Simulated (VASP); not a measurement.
# Al16HO in VASP: a series of runs

Al16HO is run at these levels: PBE; tasks: single point.

All numbers are computed with VASP 6.6.1; they aren't measurements. Logs are shortened: lines on timing, memory, paths and dates and some standing lists are left out, and cuts for length are marked.

## 1. The cell of the first run

The cell holds layers a few Å apart, 18 atoms: a = 5.728 Å, b = 5.728 Å, c = 18.015 Å, α = 90.00°, β = 90.00°, γ = 60.00°.

## 2. Single point, PBE

File INCAR:

```
SYSTEM = Al16HO
ALGO = Normal
EDIFF = 1E-6
ENCUT = 520
GGA = PE
ISIF = 2
ISMEAR = -1
LASPH = .True.
LCHARG = .False.
LREAL = Auto
LWAVE = .False.
NBANDS = 42
NELM = 80
PREC = Accurate
SIGMA = 0.15
```

File KPOINTS:

```
k-points
0
Gamma
  2 2 1
  0 0 0
```

File POSCAR:

```
Al16HO
1.0
    5.7275650000      0.0000000000      0.0000000000
    2.8637820000      4.9602170000      0.0000000000
    0.0000000000      0.0000000000     18.0148060000
Al O H
16 1 1
Direct
    0.0000000000      0.0000000000      0.0555098956
    0.5000030554      0.0000000000      0.0555098956
    0.0000024282      0.4999982864      0.0555098956
    0.5000054836      0.4999982864      0.0555098956
    0.1565168641      0.2129140721      0.1765991818
    0.6610276306      0.2152123587      0.1842928533
    0.2285127403      0.6942841412      0.1782478257
    0.6272624297      0.7091020413      0.1847480345
   -0.5283392792      0.4872569083      0.2766446666
    0.2354882613      0.4006679546      0.3027121136
   -0.1809991605      0.9041136708      0.3120155721
    0.3980501774      0.8331087128      0.3352742183
    0.0490090651     -0.0920121035      0.4906963750
    0.4831376742      0.0587675902      0.5414657255
    0.0168729279      0.4110505649      0.4582341880
    0.5268209938      0.4187115201      0.4522668743
   -0.2671715680      0.2125310243      0.5327950798
    2.2296196103     -3.4655540272      2.7770213013
```

Potentials or basis: VASP PAW PBE potentials, release 64 (Al, O, H).

Run with:

```bash
$ cat potpaw_PBE.64/Al/POTCAR potpaw_PBE.64/O/POTCAR potpaw_PBE.64/H/POTCAR > POTCAR
$ mpirun -np 1 vasp_std > vasp.out
```

OUTCAR:

```text
SYSTEM = Al16HO
   EDIFF = 1E-6
   ENCUT = 520
   GGA = PE
   ISIF = 2
   ISMEAR = -1
   LASPH = .True.
   LREAL = Auto
   NELM = 80
   PREC = Accurate

 ion  position               nearest neighbor table
   1  0.000  0.000  0.056-   7 2.72   5 2.85   4 2.86   2 2.86   3 2.86   3 2.86   2 2.86   4 2.86
                             6 2.88
   2  0.500  0.000  0.056-   8 2.74   5 2.78   1 2.86   3 2.86   4 2.86   4 2.86   3 2.86   1 2.86
                             6 2.98
   3  0.000  0.500  0.056-   5 2.61   4 2.86   2 2.86   1 2.86   1 2.86   2 2.86   4 2.86   8 2.98
                             7 3.05
   4  0.500  0.500  0.056-   7 2.61   6 2.72   1 2.86   3 2.86   2 2.86   2 2.86   3 2.86   1 2.86
                             8 2.87
   5  0.157  0.213  0.177-   3 2.61  10 2.65   2 2.78   7 2.79   8 2.80   6 2.83   1 2.85   6 2.90
                             8 2.94   7 2.98
   6  0.661  0.215  0.184-   9 2.16   7 2.62   4 2.72   8 2.74  11 2.77   5 2.83   1 2.88   5 2.90
                             2 2.98   8 3.00  10 3.01   7 3.13
   7  0.229  0.694  0.178-   9 2.20   8 2.33   4 2.61   6 2.62   1 2.72   5 2.79  10 2.79   5 2.98
                             3 3.05   6 3.13  11 3.15  12 3.22
   8  0.627  0.709  0.185-   7 2.33   9 2.51   6 2.74   2 2.74   5 2.80   4 2.87  12 2.94   5 2.94
                             3 2.98  11 2.99   6 3.00
   9  0.472  0.487  0.277-  10 1.72  12 2.09   6 2.16   7 2.20   8 2.51  11 2.98  16 3.18  11 3.34

  10  0.235  0.401  0.303-   9 1.72   5 2.65  11 2.67   7 2.79  12 2.96   6 3.01  15 3.06  12 3.11
                            11 3.13  16 3.20
  11  0.819  0.904  0.312-  12 2.67  10 2.67   6 2.77   9 2.98   8 2.99  10 3.13   7 3.15  12 3.16
                             9 3.34
  12  0.398  0.833  0.335-   9 2.09  11 2.67   8 2.94  10 2.96  16 2.98  10 3.11  11 3.16   7 3.22
                            13 3.34
  13  0.049  0.908  0.491-  17 1.93  15 2.85  16 2.86  15 3.00  16 3.04  14 3.05  14 3.15  12 3.34

  14  0.483  0.059  0.541-  17 2.03  16 2.72  15 2.84  13 3.05  13 3.15
  15  0.017  0.411  0.458-  16 2.79  14 2.84  13 2.85  16 2.94  13 3.00  10 3.06
  16  0.527  0.419  0.452-  17 1.87  14 2.72  15 2.79  13 2.86  15 2.94  12 2.98  13 3.04   9 3.18
                            10 3.20
  17  0.733  0.213  0.533-  16 1.87  13 1.93  14 2.03
  18  0.230  0.534  0.777-

  LATTYP: Found a hexagonal cell.
 ALAT       =     5.7275649303
 C/A-ratio  =     3.1452818465

  Lattice vectors:

 A1 = (  -2.8637820000,  -4.9602170000,   0.0000000000)
 A2 = (   5.7275650000,   0.0000000000,   0.0000000000)
 A3 = (   0.0000000000,   0.0000000000,  18.0148060000)

Analysis of symmetry for initial positions (statically):
=====================================================================
 Subroutine PRICEL returns:
 Original cell was already a primitive cell.

 Routine SETGRP: Setting up the symmetry group for a
[... 142 lines left out ...]
   NELECT =      55.0000    total number of electrons
   NUPDOWN=      -1.0000    fix difference up-down
   EMIN   =  10.00;   EMAX   =-10.00  energy-range for DOS
   EFERMI =   0.00;   METHOD = LEGACY
   ISMEAR =    -1;   SIGMA  =   0.15  broadening in eV -4-tet -1-fermi 0-gaus
   EFERMI_NEDOS =   21; number of points for ismear=-14 and -15
   IALGO  =     38    algorithm
   IMIX   =      4    mixing-type and parameters
     AMIX     =   0.40;   BMIX     =  1.00
     AMIX_MAG =   1.60;   BMIX_MAG =  1.00
  volume/ion in A,a.u.               =      28.43       191.88
  Fermi-wavevector in a.u.,A,eV,Ry     =   0.778327  1.470825  8.242321  0.605793
  Thomas-Fermi vector in A             =   1.881200
   LORBIT       =      0    0 simple, 1 ext, 2 COOP (PROOUT), +10 PAW based schemes
   GGA     = PE    functional components
   LHFCALC =     F    Hartree Fock is set to
   AEXX    =    0.0000 exact exchange contribution
   IVDW    =     0    specifies the selected vdW correction
   LEPSILON=     F    determine dielectric tensor
   LRPA    =     F    only Hartree local field effects (RPA)
 non-spin polarized calculation
  energy-cutoff  :      520.00
  volume of cell :      511.80
 maximum number of plane-waves:     13819
 NGX is ok and might be reduce to    48
   NGX = 21   NGY = 21   NGZ = 67

 number of electron      55.0000002 magnetization

 Free energy of the ion-electron system (eV)
  ---------------------------------------------------
  ext. energy  EPLUGINS =         0.00000000
  ---------------------------------------------------
  free energy    TOTEN  =       -53.14152270 eV

  energy without entropy =      -52.30888746  energy(sigma->0) =      -52.72520508

 E-fermi :   1.9587     XC(G=0):  -6.8813

 val. band max:        1.9170499573   @ k =   0.5000   0.5000   0.0000
 cond. band min:       2.0045039326   @ k =   0.0000   0.0000   0.0000
 fundamental gap:      0.0874539753
 Fermi energy:         1.9587012251

 k-point     1 :       0.0000    0.0000    0.0000
  band No.  band energies     occupation
      1     -17.6248      2.00000
      2      -8.9571      2.00000
      3      -7.3176      2.00000
      4      -5.6385      2.00000
      5      -4.5396      2.00000
      6      -4.2515      2.00000
[... 157 lines left out ...]
     38       4.3500      0.00000
     39       4.6431      0.00000
 [bands above 39 left out]

------------------------ aborting loop because EDIFF is reached ----------------------------------------

  FORCE on cell =-STRESS in cart. coord.  units (eV):
  Direction    XX          YY          ZZ          XY          YZ          ZX
  --------------------------------------------------------------------------------------
  -------------------------------------------------------------------------------------
  Total       30.4985484     10.9623939     11.1002704      8.1758330      0.6968851     -7.0061545
  in kB       95.4749542     34.3175038     34.7491230     25.5942436      2.1815815    -21.9325940
  external PRESSURE =      54.8471936 kB  Pullay stress =       0.0000000 kB

 VOLUME and BASIS-vectors are now :
 -----------------------------------------------------------------------------
  energy-cutoff  :      520.00
  volume of cell :      511.80
      direct lattice vectors                 reciprocal lattice vectors
     5.727565000  0.000000000  0.000000000     0.174594265 -0.100802024  0.000000000
     2.863782000  4.960217000  0.000000000     0.000000000  0.201604083  0.000000000
     0.000000000  0.000000000 18.014806000     0.000000000  0.000000000  0.055509896

 POSITION                                       TOTAL-FORCE (eV/Angst)
 -----------------------------------------------------------------------------------
      0.00000      0.00000      1.00000        -0.241535      0.002344     -0.172134
      2.86380      0.00000      1.00000         0.166461      0.130051     -0.092525
      1.43190      2.48010      1.00000         0.028921      0.460684     -0.255151
      4.29570      2.48010      1.00000         0.142020     -0.051877     -0.849664
      1.50620      1.05610      3.18140        -0.282718     -0.323541      0.979941
      4.40240      1.06750      3.32000         0.603363     -3.675547     -2.914747
[... 10 lines left out ...]
      4.80596      1.05420      9.59820        -1.324964     -1.347937     -0.311148
      2.84570      2.65097     13.99789        -0.003438     -0.009057     -0.012588
 -----------------------------------------------------------------------------------
    total drift:                                0.006054      0.000102     -0.002510

  FREE ENERGIE OF THE ION-ELECTRON SYSTEM (eV)
  ---------------------------------------------------
  free  energy   TOTEN  =       -53.1415226954 eV

  energy  without entropy=      -52.3088874568  energy(sigma->0) =      -52.72520508
```

OSZICAR:

```text
N       E                     dE             d eps       ncg     rms          rms(c)
DAV:   1     0.183131027712E+03    0.18313E+03   -0.18289E+04   336   0.984E+02
DAV:   2    -0.321869237783E+02   -0.21532E+03   -0.20284E+03   404   0.161E+02
DAV:   3    -0.598143316130E+02   -0.27627E+02   -0.26906E+02   480   0.519E+01
[... 13 lines left out ...]
DAV:  17    -0.531415176507E+02    0.84357E-04   -0.79754E-04   392   0.840E-02    0.426E-02
DAV:  18    -0.531415474351E+02   -0.29784E-04   -0.65986E-05   376   0.333E-02    0.511E-02
DAV:  19    -0.531415218280E+02    0.25607E-04   -0.73703E-05   448   0.101E-02    0.592E-03
DAV:  20    -0.531415233530E+02   -0.15251E-05   -0.62659E-06   272   0.592E-03    0.762E-03
DAV:  21    -0.531415226954E+02    0.65761E-06   -0.17742E-06   232   0.316E-03
   1 F= -.53141523E+02 E0= -.52725205E+02  d E =-.832635E+00
```

Run time: 4.2 min. Hardware: 1 thread of Intel Xeon Platinum 8259CL at 2.50GHz (Skylake/Cascade Lake), shared host; peak memory 0.63 GiB.

What came out:

- Free energy: -53.1415 eV
- Largest force: 18.824 eV/Å
- Band gap on the k mesh: zero (an odd number of electrons rules out a gap without spin polarisation)

Forces in eV/Å, atoms in the order of the input:
```
Al   -0.242   0.002  -0.172
Al    0.166   0.130  -0.093
Al    0.029   0.461  -0.255
Al    0.142  -0.052  -0.850
Al   -0.283  -0.324   0.980
Al    0.603  -3.676  -2.915
Al   -4.088   2.202  -2.095
Al    3.058   0.466   0.273
Al   16.774   0.584  -1.876
Al  -17.305  -5.249   5.228
Al    0.141   0.522   0.084
Al    1.036   5.044   3.085
Al   -0.061   0.448  -0.240
Al    0.387  -0.235  -0.157
Al    0.706   0.541  -0.444
Al    0.264   0.491  -0.228
O    -1.325  -1.348  -0.311
H    -0.003  -0.009  -0.013
```

Levels at points of the mesh, in eV from the Fermi level:
```csv
k point,band 24,band 25,band 26,band 27,band 28,band 29,band 30,band 31
"(0.00, 0.00, 0.00)",-1.75,-1.31,-1.00,-0.73,-0.45,-0.18,-0.12,0.05
"(0.50, 0.00, 0.00)",-0.42,-0.38,-0.27,-0.17,-0.04,0.51,0.70,0.95
"(0.50, 0.50, 0.00)",-0.53,-0.20,-0.08,-0.04,0.24,0.30,0.48,0.72
"(0.00, 0.50, 0.00)",-0.50,-0.40,-0.10,-0.05,0.10,0.29,0.37,0.84
```

Caveat: the k points lie up to 0.63 Å⁻¹ apart, too coarse for converged energies and pressures of a metal.

## 3. Single point, PBE

File INCAR:

```
PREC = Accurate
ENCUT = 520
EDIFF = 1E-6
ISMEAR = -1
SIGMA = 0.15
LREAL = Auto
LASPH = T
NELM = 80
ALGO = Normal
ISIF = 2
LWAVE = F
LCHARG = F
GGA = PE
NBANDS = 42
```

File KPOINTS:

```
Automatic mesh
0
Gamma
  2 2 1
```

File POSCAR:

```
Al16HO
1.0
    5.7275650000      0.0000000000      0.0000000000
    2.8637820000      4.9602170000      0.0000000000
    0.0000000000      0.0000000000     18.0148060000
Al O H
16 1 1
Direct
    0.0000000000      0.0000000000      0.0555098956
    0.5000030554      0.0000000000      0.0555098956
    0.0000024282      0.4999982864      0.0555098956
    0.5000054836      0.4999982864      0.0555098956
    0.2994161665      0.3347232591      0.2243543450
    0.4693303294      0.5552378051      0.2950295440
    1.0935374792      1.1441838129      0.2348845722
    0.9402717551      0.3566376229      0.3875645400
   -0.3019542686      0.9374186654      0.2380097793
   -1.1621413128      0.5217715273      0.3214911113
    0.3347933514      1.0327773966      0.3948862952
    0.5881058868      1.1205759748      0.5146710989
   -0.1802957567      0.4692939845      0.6903099595
    0.0812191520     -0.2267239518      0.7893840211
    0.0164142195      0.6726721835      0.5278769030
    0.4534483784      0.9562686471      0.5786851105
   -0.2476676030      0.5871718919      0.4739601415
  -33.3655352399    -28.0867147546     55.8684728551
```

Potentials or basis: VASP PAW PBE potentials, release 64 (Al, O, H).

Run with:

```bash
$ cat potpaw_PBE.64/Al/POTCAR potpaw_PBE.64/O/POTCAR potpaw_PBE.64/H/POTCAR > POTCAR
$ mpirun -np 1 vasp_std > vasp.out
```

OUTCAR:

```text
PREC = Accurate
   ENCUT = 520
   EDIFF = 1E-6
   ISMEAR = -1
   LREAL = Auto
   LASPH = T
   NELM = 80
   ISIF = 2
   GGA = PE

 ion  position               nearest neighbor table
   1  0.000  0.000  0.056-   4 2.86   2 2.86   3 2.86   3 2.86   2 2.86   4 2.86
   2  0.500  0.000  0.056-   1 2.86   3 2.86   4 2.86   4 2.86   3 2.86   1 2.86
   3  0.000  0.500  0.056-   4 2.86   2 2.86   1 2.86   1 2.86   2 2.86   4 2.86
   4  0.500  0.500  0.056-   1 2.86   3 2.86   2 2.86   2 2.86   3 2.86   1 2.86
   5  0.299  0.335  0.224-   7 1.98   9 2.29   6 2.32  10 2.89
   6  0.469  0.555  0.295-  10 2.08   5 2.32   8 2.88  11 3.03   7 3.15   9 3.23   9 3.26   7 3.33

[... 407 lines left out ...]
  in kB       62.2560892     67.3182155    113.9889315      6.7635642   -101.5160421     -6.0900696
  external PRESSURE =      81.1877454 kB  Pullay stress =       0.0000000 kB

 VOLUME and BASIS-vectors are now :
 -----------------------------------------------------------------------------
  energy-cutoff  :      520.00
  volume of cell :      511.80
      direct lattice vectors                 reciprocal lattice vectors
     5.727565000  0.000000000  0.000000000     0.174594265 -0.100802024  0.000000000
     2.863782000  4.960217000  0.000000000     0.000000000  0.201604083  0.000000000
     0.000000000  0.000000000 18.014806000     0.000000000  0.000000000  0.055509896

 POSITION                                       TOTAL-FORCE (eV/Angst)
 -----------------------------------------------------------------------------------
      0.00000      0.00000      1.00000         0.008597     -0.007735      0.243523
      2.86380      0.00000      1.00000         0.053180      0.053151      0.035447
      1.43190      2.48010      1.00000         0.119271     -0.051000      0.242044
      4.29570      2.48010      1.00000        -0.142742     -0.020152      0.062770
      2.67350      1.66030      4.04170         4.570191      5.410929     -2.939174
      4.27820      2.75410      5.31490        -3.589386      1.531248      0.202799
[... 10 lines left out ...]
      5.99057      2.91250      8.53830         1.608066     -0.549476     -0.252254
      6.24939      4.53009     15.64537         0.736430     -0.276763     -0.360107
 -----------------------------------------------------------------------------------
    total drift:                                0.012375     -0.005079      0.008106

  FREE ENERGIE OF THE ION-ELECTRON SYSTEM (eV)
  ---------------------------------------------------
  free  energy   TOTEN  =       -36.0846978659 eV

  energy  without entropy=      -35.4081918966  energy(sigma->0) =      -35.74644488
```

OSZICAR:

```text
N       E                     dE             d eps       ncg     rms          rms(c)
DAV:   1     0.164880235757E+03    0.16488E+03   -0.17941E+04   336   0.982E+02
DAV:   2    -0.183855063143E+02   -0.18327E+03   -0.17027E+03   408   0.141E+02
DAV:   3    -0.444349010558E+02   -0.26049E+02   -0.25511E+02   480   0.488E+01
[... 12 lines left out ...]
DAV:  16    -0.360846610557E+02    0.89340E-05   -0.36381E-04   464   0.101E-01    0.153E-02
DAV:  17    -0.360846921583E+02   -0.31103E-04   -0.18548E-04   352   0.466E-02    0.115E-02
DAV:  18    -0.360846942948E+02   -0.21365E-05   -0.13238E-05   440   0.159E-02    0.355E-03
DAV:  19    -0.360846974644E+02   -0.31695E-05   -0.62294E-06   352   0.830E-03    0.334E-03
DAV:  20    -0.360846978659E+02   -0.40153E-06   -0.60233E-07   232   0.289E-03
   1 F= -.36084698E+02 E0= -.35746445E+02  d E =-.676506E+00
```

stdout:

```text
POSCAR found type information on POSCAR AlO H
 POSCAR found :  3 types and      18 ions
 scaLAPACK will be used
 LDA part: xc-table for (Slater+PW92), standard interpolation
 -----------------------------------------------------------------------------
|                                                                             |
|           W    W    AA    RRRRR   N    N  II  N    N   GGGG   !!!           |
|           W    W   A  A   R    R  NN   N  II  NN   N  G    G  !!!           |
|           W    W  A    A  R    R  N N  N  II  N N  N  G       !!!           |
|           W WW W  AAAAAA  RRRRR   N  N N  II  N  N N  G  GGG   !            |
|           WW  WW  A    A  R   R   N   NN  II  N   NN  G    G                |
|           W    W  A    A  R    R  N    N  II  N    N   GGGG   !!!           |
|                                                                             |
|     The distance between some ions is very small. Please check the          |
|     nearest-neighbor list in the OUTCAR file.                               |
|     I HOPE YOU KNOW WHAT YOU ARE DOING!                                     |
|                                                                             |
 -----------------------------------------------------------------------------

 POSCAR, INCAR and KPOINTS ok, starting setup
 FFT: planning ... GRIDC
 FFT: planning ... GRID_SOFT
 FFT: planning ... GRID
 WAVECAR not read
 entering main loop
```

Wall time 4.6 min (1 thread of Intel Xeon Platinum 8259CL at 2.50GHz (Skylake/Cascade Lake), shared host); peak memory 0.63 GiB.

What came out:

```
Free energy            : -36.0847 eV
Largest force          : 36.746 eV/Å
Band gap on the k mesh : zero (an odd number of electrons rules out a gap without spin polarisation)
```

Forces in eV/Å, atoms in the order of the input:
```
Al    0.009  -0.008   0.244
Al    0.053   0.053   0.035
Al    0.119  -0.051   0.242
Al   -0.143  -0.020   0.063
Al    4.570   5.411  -2.939
Al   -3.589   1.531   0.203
Al   -7.687  -5.443  -0.220
Al   -2.193 -16.134  32.806
Al    1.313  -1.778  -0.204
Al    3.335  21.884 -29.330
Al    3.846  -4.847   0.640
Al    7.455   6.579  -7.413
Al    0.156   0.238  -0.503
Al   -0.880   0.265   0.309
Al   -0.867  -1.375  -0.261
Al   -7.841  -5.480   6.940
O     1.608  -0.549  -0.252
H     0.736  -0.277  -0.360
```

Levels at points of the mesh, in eV from the Fermi level:
| k point | band 23 | band 24 | band 25 | band 26 | band 27 | band 28 | band 29 | band 30 | band 31 | band 32 |
| --- | --- | --- | --- | --- | --- | --- | --- | --- | --- | --- |
| (0.00, 0.00, 0.00) | -2.03 | -1.85 | -1.74 | -1.13 | -0.88 | -0.56 | -0.32 | -0.14 | 0.15 | 0.27 |
| (0.50, 0.00, 0.00) | -0.95 | -0.70 | -0.63 | -0.12 | 0.15 | 0.36 | 0.38 | 0.56 | 0.72 | 0.78 |
| (0.50, 0.50, 0.00) | -1.16 | -0.73 | -0.52 | -0.32 | -0.01 | 0.06 | 0.35 | 0.80 | 0.95 | 1.07 |
| (0.00, 0.50, 0.00) | -0.90 | -0.83 | -0.41 | -0.28 | -0.15 | 0.15 | 0.29 | 0.45 | 0.64 | 1.12 |

Caveat: the k points lie up to 0.63 Å⁻¹ apart, too coarse for converged energies and pressures of a metal; atoms lie so close that the PAW spheres overlap strongly, which falsifies energies and pressures.

(Part 1 of 2 ends here.)

The gap in the log of VASP goes by the Fermi energy; the results here count the filled bands.